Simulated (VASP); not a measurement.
# TaN (F-43m) in VASP: settings compared, part 2 of 2

VASP 6.6.1. Earlier steps stand in the parts before.

### Step 3. Single point, LDA

This run uses another cell than the first one, of 12.85 Å³/atom.

File INCAR:

```
SYSTEM = TaN
PREC     = Accurate       ! precision mode
ENCUT    = 700            ! plane-wave cutoff, eV
EDIFF    = 1E-6           ! SCF threshold, eV
ISMEAR   = -1             ! smearing method
SIGMA    = 0.05           ! smearing width, eV
LREAL    = .False.        ! projectors in reciprocal space
LASPH    = .True.         ! aspherical terms in the spheres
NELM     = 120            ! most SCF steps
ALGO     = Normal         ! electronic algorithm
ISIF     = 2              ! what is computed and relaxed
LWAVE    = .False.        ! write WAVECAR
LCHARG   = .False.        ! write CHGCAR
NBANDS   = 16             ! bands
GGA_COMPAT= .False.
```

File KPOINTS:

```
regular mesh
0
Gamma
  9 9 9
  0 0 0
```

File POSCAR:

```
TaN
1.0
    0.0000000000      2.3423603950      2.3423603950
    2.3423603950      0.0000000000      2.3423603950
    2.3423603950      2.3423603950      0.0000000000
Ta N
1 1
Direct
    0.0000000000      0.0000000000      0.0000000000
    0.2500000000      0.2500000000      0.2500000000
```

Potentials or basis: VASP PAW LDA potentials, release 64 (Ta_sv_GW, N).

The run is started by

```
> cat potpaw_LDA.64/Ta_sv_GW/POTCAR potpaw_LDA.64/N/POTCAR > POTCAR
> mpirun -np 1 vasp_std > vasp.out
```

OUTCAR:

```text
SYSTEM = TaN
   PREC = Accurate
   ENCUT = 700
   EDIFF = 1E-6
   ISMEAR = -1
   LREAL = .False.
   LASPH = .True.
   NELM = 120
   ISIF = 2

 ion  position               nearest neighbor table
   1  0.000  0.000  0.000-   2 2.03   2 2.03   2 2.03   2 2.03
   2  0.250  0.250  0.250-   1 2.03   1 2.03   1 2.03   1 2.03

  LATTYP: Found a face centered cubic cell.
 ALAT       =     4.6847207900

  Lattice vectors:

 A1 = (   0.0000000000,   2.3423603950,   2.3423603950)
 A2 = (   2.3423603950,   0.0000000000,   2.3423603950)
 A3 = (   2.3423603950,   2.3423603950,   0.0000000000)

Analysis of symmetry for initial positions (statically):
=====================================================================
 Subroutine PRICEL returns:
 Original cell was already a primitive cell.

 Routine SETGRP: Setting up the symmetry group for a
 face centered cubic supercell.

 Subroutine GETGRP returns: Found 24 space group operations
 (whereof 24 operations were pure point group operations)
 out of a pool of 48 trial point group operations.

The static configuration has the point symmetry T_d .

Analysis of symmetry for dynamics (positions and initial velocities):
=====================================================================
 Subroutine PRICEL returns:
 Original cell was already a primitive cell.

 Routine SETGRP: Setting up the symmetry group for a
 face centered cubic supercell.

 Subroutine GETGRP returns: Found 24 space group operations
 (whereof 24 operations were pure point group operations)
 out of a pool of 48 trial point group operations.

The dynamic configuration has the point symmetry T_d .

 Subroutine INISYM returns: Found 24 space group operations
 (whereof 24 operations are pure point group operations),
 and found     1 'primitive' translations

----------------------------------------------------------------------------------------

                                     Primitive cell
[... 109 lines left out ...]
   IMIX   =      4    mixing-type and parameters
     AMIX     =   0.40;   BMIX     =  1.00
     AMIX_MAG =   1.60;   BMIX_MAG =  1.00
  volume/ion in A,a.u.               =      12.85        86.73
  Fermi-wavevector in a.u.,A,eV,Ry     =   1.453791  2.747266 28.756023  2.113508
  Thomas-Fermi vector in A             =   2.571017
   LORBIT       =      0    0 simple, 1 ext, 2 COOP (PROOUT), +10 PAW based schemes
   GGA     = CA    functional components
   LHFCALC =     F    Hartree Fock is set to
   AEXX    =    0.0000 exact exchange contribution
   IVDW    =     0    specifies the selected vdW correction
   LEPSILON=     F    determine dielectric tensor
   LRPA    =     F    only Hartree local field effects (RPA)
 non-spin polarized calculation
  energy-cutoff  :      700.00
  volume of cell :       25.70
 maximum number of plane-waves:      1092
 NGX is ok and might be reduce to    30
   NGX = 15   NGY = 15   NGZ = 15

 number of electron      18.0000000 magnetization

 Free energy of the ion-electron system (eV)
  ---------------------------------------------------
  ext. energy  EPLUGINS =         0.00000000
  ---------------------------------------------------
  free energy    TOTEN  =       -26.10222566 eV

  energy without entropy =      -26.09014162  energy(sigma->0) =      -26.09618364

 E-fermi :  10.4233     XC(G=0): -12.7530

 val. band max:       10.4177636423   @ k =  -0.3333   0.4444   0.2222
 cond. band min:      10.4335064946   @ k =  -0.3333   0.2222   0.0000
 fundamental gap:      0.0157428523
 Fermi energy:        10.4233428217

 k-point     1 :       0.0000    0.0000    0.0000
  band No.  band energies     occupation
      1     -58.2788      2.00000
      2     -24.8782      2.00000
      3     -24.8782      2.00000
      4     -24.8782      2.00000
      5      -7.0775      2.00000
      6       3.2548      2.00000
[... 433 lines left out ...]
      3     -25.0569      2.00000
      4     -25.0569      2.00000
      5      -5.3866      2.00000
      6       1.7996      2.00000
[... 8 lines left out ...]
     15      22.6179      0.00000
     16      24.0769      0.00000

 [... further k-points ...]

------------------------ aborting loop because EDIFF is reached ----------------------------------------

  FORCE on cell =-STRESS in cart. coord.  units (eV):
  Direction    XX          YY          ZZ          XY          YZ          ZX
  --------------------------------------------------------------------------------------
  -------------------------------------------------------------------------------------
  Total        0.1339018      0.1339018      0.1339018      0.0000000     -0.0000000      0.0000000
  in kB        8.3465272      8.3465272      8.3465272      0.0000000     -0.0000000      0.0000000
  external PRESSURE =       8.3465272 kB  Pullay stress =       0.0000000 kB

 VOLUME and BASIS-vectors are now :
 -----------------------------------------------------------------------------
  energy-cutoff  :      700.00
  volume of cell :       25.70
      direct lattice vectors                 reciprocal lattice vectors
     0.000000000  2.342360395  2.342360395    -0.213459893  0.213459893  0.213459893
     2.342360395  0.000000000  2.342360395     0.213459893 -0.213459893  0.213459893
     2.342360395  2.342360395  0.000000000     0.213459893  0.213459893 -0.213459893

 POSITION                                       TOTAL-FORCE (eV/Angst)
 -----------------------------------------------------------------------------------
      0.00000      0.00000      0.00000         0.000000      0.000000      0.000000
      1.17118      1.17118      1.17118        -0.000000     -0.000000     -0.000000
 -----------------------------------------------------------------------------------
    total drift:                               -0.000000     -0.000000     -0.000000

  FREE ENERGIE OF THE ION-ELECTRON SYSTEM (eV)
  ---------------------------------------------------
  free  energy   TOTEN  =       -26.1022256565 eV

  energy  without entropy=      -26.0901416184  energy(sigma->0) =      -26.09618364
```

stdout:

```text
POSCAR found type information on POSCAR TaN
 POSCAR found :  2 types and       2 ions
 scaLAPACK will be used
 LDA part: xc-table for (Slater(with rela. corr.)+CA(PZ))
 , standard interpolation
 POSCAR, INCAR and KPOINTS ok, starting setup
 FFT: planning ... GRIDC
 FFT: planning ... GRID_SOFT
 FFT: planning ... GRID
 WAVECAR not read
 entering main loop
```

Run time: 37 s. Hardware: 1 thread of Intel Xeon Platinum 8488C (Sapphire Rapids), shared host; peak memory 0.17 GiB.

Results:

```
Free energy            : -26.1022 eV
Pressure               : 0.8 GPa
Band gap on the k mesh : zero (bands 9 and 10 overlap by 0.67 eV)
```

Caveat: spin-orbit coupling is left out, which moves the levels of the heavy elements.
